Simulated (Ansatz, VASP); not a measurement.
# Ge: VASP beside Ansatz

INCAR

```
SYSTEM = Ge
PREC = Accurate
ENCUT = 520
EDIFF = 1E-6
ISMEAR = -1
SIGMA = 0.05
LREAL = .FALSE.
LASPH = .TRUE.
NELM = 100
ALGO = Normal
ISIF = 2
LWAVE = .FALSE.
LCHARG = .FALSE.
GGA = PE
NBANDS = 21
```

The input KPOINTS:

```
regular mesh
0
G
  14 14 14
  0 0 0
```

POSCAR

```
Ge
1.0
    0.0000000000      2.8859759802      2.8859759802
    2.8859759802      0.0000000000      2.8859759802
    2.8859759802      2.8859759802      0.0000000000
Ge
2
Direct
    0.5000000000      0.5000000000      0.5000000000
    0.7500000000      0.7500000000      0.7500000000
```

Input for Ansatz:

```yaml
crystal:
  lattice:
    - [0.0, 2.8859759802, 2.8859759802]
    - [2.8859759802, 0.0, 2.8859759802]
    - [2.8859759802, 2.8859759802, 0.0]
  atoms:
    - { symbol: Ge, position: [0.5, 0.5, 0.5] }
    - { symbol: Ge, position: [0.75, 0.75, 0.75] }
hamiltonian:
  xc: pbe
  pseudopotentials:
    kind: paw
    azcp:
      Ge: "pseudopotentials/Ge.paw.azcp"
basis:
  ecutwfc: 420
  fft_grid_basis: typed
kpoints:
  mp_grid: { grid: [14, 14, 14], shift: [0, 0, 0] }
magnetization:
  spin_polarized: false
scf:
  occupations: { method: fermi_dirac, width: 0.05 }
  lower_state_search: "off"
output:
  stress: true
  write_density: true
  write_potential: true
  elf: true
  volumetric_format: npy
```

Alike in both runs: task single point; functional PBE; k mesh 14 × 14 × 14; occupations fermi-dirac, width 0.05 eV; no spin polarisation.

|  | VASP | Ansatz |
| --- | --- | --- |
| version | VASP 6.6.1 | Ansatz 0.2.0 |
| potentials or method | VASP PAW PBE potentials, release 64 (Ge_d), cutoff 520 eV | plane waves (420 eV) with PAW, scalar-relativistic |
| valence electrons in the cell | 28 | 28 |

Ansatz gave:

| Property | Result |
| --- | --- |
| pressure (GPa) | -0.3 |

Estimate VASP's values.

pressure (GPa): -0.4.
